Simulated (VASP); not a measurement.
Write the native input for VASP 6.6.1 that does the following.

- Task: single point
- Functional: PBEsol
- Potentials or basis: VASP PAW PBE potentials, release 64 (Al, Cu)
- Cutoff: 520 eV
- k mesh: 10 × 10 × 10
- Occupations: gaussian, width 0.15 eV
- Spin: no spin polarisation
- Dipole correction: no
- Further INCAR settings: ALGO = Fast; EDIFF = 1e-06; NBANDS = 26

The structure of Al2Cu lies in POSCAR:

```
Al2Cu
1.0
   -2.9665500000      2.9665500000      2.3414000000
    2.9665500000     -2.9665500000      2.3414000000
    2.9665500000      2.9665500000     -2.3414000000
Al Cu
4 2
Direct
    0.1593210787      0.6593210787      0.8186421574
    0.6593210787      0.8406789213      0.5000000000
    0.8406789213      0.3406789213      0.1813578426
    0.3406789213      0.1593210787      0.5000000000
    0.7500000000      0.7500000000      0.0000000000
    0.2500000000      0.2500000000      0.0000000000
```

These files were run (other wordings do the same):

INCAR

```
SYSTEM = Al2Cu
ALGO = Fast
EDIFF = 1E-6
ENCUT = 520
GGA = PS
ISIF = 2
ISMEAR = 0
LASPH = .TRUE.
LCHARG = .FALSE.
LREAL = .FALSE.
LWAVE = .FALSE.
NBANDS = 26
NELM = 60
PREC = Accurate
SIGMA = 0.15
```

KPOINTS

```
k-points
0
G
  10 10 10
  0 0 0
```

Potentials or basis: VASP PAW PBE potentials, release 64 (Al, Cu).

Command:

```bash
$ cat potpaw_PBE.64/Al/POTCAR potpaw_PBE.64/Cu/POTCAR > POTCAR
$ mpirun -np 1 vasp_std > vasp.out
```

It gave:

The pressure is 6.4 GPa. The largest force is 0.111 eV/Å. The band gap on the k mesh is zero (bands 17 and 18 overlap by 4.78 eV).

Caveat: the cell stands under pressure; the PAW data sets were made with another functional, which shifts forces and pressure a little.

It took 4.5 min on 1 thread of AMD EPYC 7R13 Processor (Zen 3), on a shared host, peak memory 0.3 GiB.
